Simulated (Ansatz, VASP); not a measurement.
## LiCl: VASP beside Ansatz

The input POSCAR:

```
LiCl
1.0
    0.0000000000      2.5301066968      2.5301066968
    2.5301066968      0.0000000000      2.5301066968
    2.5301066968      2.5301066968      0.0000000000
Cl Li
1 1
Direct
    0.5000000000      0.5000000000      0.5000000000
    0.0000000000      0.0000000000      0.0000000000
```

The input INCAR.step1:

```
SYSTEM = LiCl
ALGO = Normal ; EDIFF = 1E-4
ENCUT = 520 ; GGA = PE
ISMEAR = -1 ; LASPH = .True.
LCHARG = .False. ; LREAL = .False.
LWAVE = .True. ; NBANDS = 12
NELM = 80 ; PREC = Accurate
SIGMA = 0.05
```

Contents of INCAR.step2:

```
SYSTEM = LiCl
ALGO = Normal ; EDIFF = 1E-6
ENCUT = 520 ; ISIF = 2
ISMEAR = -1 ; ISTART = 1
LASPH = .True. ; LCHARG = .True.
LELF = .True. ; LMIXTAU = .True.
LREAL = .False. ; LVHAR = .True.
LWAVE = .False. ; METAGGA = R2SCAN
NBANDS = 12 ; NELM = 80
PREC = Accurate ; SIGMA = 0.05
```

File KPOINTS:

```
k-points
0
Gamma
  9 9 9
  0 0 0
```

File input.yaml:

```yaml
crystal:
  lattice:
    - [0.0, 2.5301066968, 2.5301066968]
    - [2.5301066968, 0.0, 2.5301066968]
    - [2.5301066968, 2.5301066968, 0.0]
  atoms:
    - { symbol: Cl, position: [0.5, 0.5, 0.5] }
    - { symbol: Li, position: [0.0, 0.0, 0.0] }
hamiltonian:
  xc: r2scan
  pseudopotentials: { kind: paw }
kpoints:
  mp_grid: { grid: [9, 9, 9] }
scf:
  occupations: { method: fermi_dirac, width: 0.05 }
output:
  forces: true
  stress: true
  eigenvalues: true
```

Alike in both runs: task single point; functional r2SCAN; k mesh 9 × 9 × 9; occupations fermi-dirac, width 0.05 eV; no spin polarisation.

|  | VASP | Ansatz |
| --- | --- | --- |
| version | VASP 6.6.1 | Ansatz 0.2.0 |
| potentials or method | VASP PAW PBE potentials, release 64 (Cl, Li_sv) | Ansatz PAW |
| plane-wave cutoff (eV) | 520 | 500 |
| valence electrons in the cell | 10 | 10 |

Ansatz gave:

| Quantity | Value |
| --- | --- |
| gap on the k mesh at the Fermi level (eV) | 7.49 |
| least direct gap on the mesh (eV) | 7.49 |

**Question.** Which values does VASP return?

**Answer.** gap on the k mesh at the Fermi level (eV): 7.57; least direct gap on the mesh (eV): 7.57.

VASP's potentials were made for PBE, not for r2SCAN.

Noted on VASP's run: the cutoff is short for stress, so the pressure is rough. Noted on Ansatz's run: odd divisions of the mesh miss points on the zone boundary, where band edges often lie, so the gap on the mesh can be too wide.
